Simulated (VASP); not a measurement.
The system is HgH3.

```
Hg H
1.0
     3.48427    0.00000    0.00000
     0.00000    3.48427    0.00000
     0.00000    0.00000    3.48427
Hg H
1 3
Direct
  0.00000 0.00000 0.00000
  0.00000 0.50000 0.50000
  0.50000 0.00000 0.50000
  0.50000 0.50000 0.00000
```

```yaml
Program: VASP 6.6.1
Task: relaxation of cell and atoms
Functional: PBE
Potentials_or_basis: VASP PAW PBE potentials, release 64 (Hg, H)
Cutoff: 600 eV
k_mesh: 6 × 6 × 6
Occupations: gaussian, width 0.1 eV
Spin: no spin polarisation
```

At the start: pressure -7.9 GPa; volume 10.57 Å³/atom.

Question: Where does the relaxation end?

Answer: Over 3 steps the energy falls by 43.8 meV/atom and the volume is 9.09 Å³/atom (-14.1 %); space group Pm-3m (No. 221, to 0.05 Å).

Step by step:
| step | energy change (eV) | largest force (eV/Å) | pressure (GPa) | volume (Å³) |
| --- | --- | --- | --- | --- |
| 1 | 0.0000 | 0.0000 | -7.86 | 42.30 |
| 2 | -0.1248 | 0.0000 | -4.86 | 39.20 |
| 3 | -0.1752 | 0.0000 | -0.46 | 36.35 |

Final structure:
```
Hg H
1.0
     3.31252    0.00000    0.00000
     0.00000    3.31252    0.00000
     0.00000    0.00000    3.31252
Hg H
1 3
Direct
  0.00000 0.00000 0.00000
  0.00000 0.50000 0.50000
  0.50000 0.00000 0.50000
  0.50000 0.50000 0.00000
```
